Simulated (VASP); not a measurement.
Set up this calculation in VASP 6.6.1, as the native input.

```
Task                   : single point
Functional             : PBE
Potentials or basis    : VASP PAW PBE potentials, release 64 (Ni, Si)
Cutoff                 : 520 eV
k mesh                 : 5 × 7 × 4
Occupations            : fermi-dirac, width 0.1 eV
Spin                   : collinear spin
Starting moments       : [0.15, 0.15, 0.15, 0.15, 0.0, 0.0, 0.0, 0.0] μB
Fixed moment           : 0.6 μB
Dipole correction      : no
Further INCAR settings : ALGO = Normal; EDIFF = 1e-06; NBANDS = 42
```

The structure of SiNi lies in POSCAR:

```
SiNi
1.0
    5.1731000000      0.0000000000      0.0000000000
    0.0000000000      3.3381000000      0.0000000000
    0.0000000000      0.0000000000      5.6049000000
Ni Si
4 4
Direct
    0.0077900000      0.2500000000      0.1875200000
    0.4922100000      0.7500000000      0.6875200000
    0.5077900000      0.2500000000      0.3124800000
    0.9922100000      0.7500000000      0.8124800000
    0.3212800000      0.7500000000      0.0825000000
    0.1787200000      0.2500000000      0.5825000000
    0.8212800000      0.7500000000      0.4175000000
    0.6787200000      0.2500000000      0.9175000000
```

The input as run:

INCAR

```
SYSTEM = SiNi
  ALGO = Normal
  EDIFF = 1E-6
  ENCUT = 520
  GGA = PE
  ISIF = 2
  ISMEAR = -1
  ISPIN = 2
  LASPH = .True.
  LCHARG = .False.
  LMAXMIX = 4
  LORBIT = 11
  LREAL = .False.
  LWAVE = .False.
  MAGMOM = 0.15 0.15 0.15 0.15 0 0 0 0
  NBANDS = 42
  NELM = 150
  NUPDOWN = 0.6
  PREC = Accurate
  SIGMA = 0.1
```

KPOINTS

```
k-points
0
Gamma
  5 7 4
  0 0 0
```

Potentials or basis: VASP PAW PBE potentials, release 64 (Ni, Si).

The run is started by

```bash
$ cat potpaw_PBE.64/Ni/POTCAR potpaw_PBE.64/Si/POTCAR > POTCAR
$ mpirun -np 1 vasp_std > vasp.out
```

It gave:

| Property | Result |
| --- | --- |
| Pressure | 2.1 GPa |
| Largest force | 0.057 eV/Å |
| Net moment | 0.60 μB per cell |
| Site moments | Ni +0.10; Si +0.02 μB |
| Valence electrons inside the program's atomic spheres | Ni 9.58; Si 1.61 |

Caveat: the total moment is fixed, so each spin has its own Fermi level and the state may be an excited one.

Run time: 8.6 min on 1 thread of Oxide Virtual Turin-like Processor, on a shared host, peak memory 0.33 GiB.
